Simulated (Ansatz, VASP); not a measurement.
NaPS: VASP beside Ansatz

```xyz
6
Lattice="3.5734 0.0000 0.0000 0.0000 3.5734 0.0000 0.0000 0.0000 9.4486" Properties=species:S:1:pos:R:3 pbc="T T T"
Na    0.0000    1.7867    0.0000
Na    1.7867    0.0000    4.7243
P     0.0000    0.0000    7.0865
P     0.0000    0.0000    2.3622
S     1.7867    1.7867    2.3622
S     1.7867    1.7867    7.0865
```

Alike in both runs: functional PBE; k mesh 10 × 10 × 4; occupations gaussian, width 0.1 eV; no spin polarisation.

Ansatz relaxed the structure, and its values are those at the end. VASP's run is a single point on that final structure, the one shown.

```csv
,VASP,Ansatz
version,VASP 6.6.1,Ansatz 0.2.0
potentials or method,"VASP PAW PBE potentials, release 64 (Na_pv, P, S), cutoff 520 eV","scalar-relativistic, plane waves, PAW"
valence electrons in the cell,36,40
```

Ansatz gave:

| Quantity | Value |
| --- | --- |
| gap on the k mesh at the Fermi level (eV) | none |
| pressure (GPa) | 0.0 |

Estimate VASP's values.

gap on the k mesh at the Fermi level (eV): none; pressure (GPa): -0.1.

A gap of «none» marks a metal or a gap that the smearing closes. VASP's potentials hold 36 valence electrons a cell and Ansatz's 40, so a difference there can come from the potentials and not from the codes.
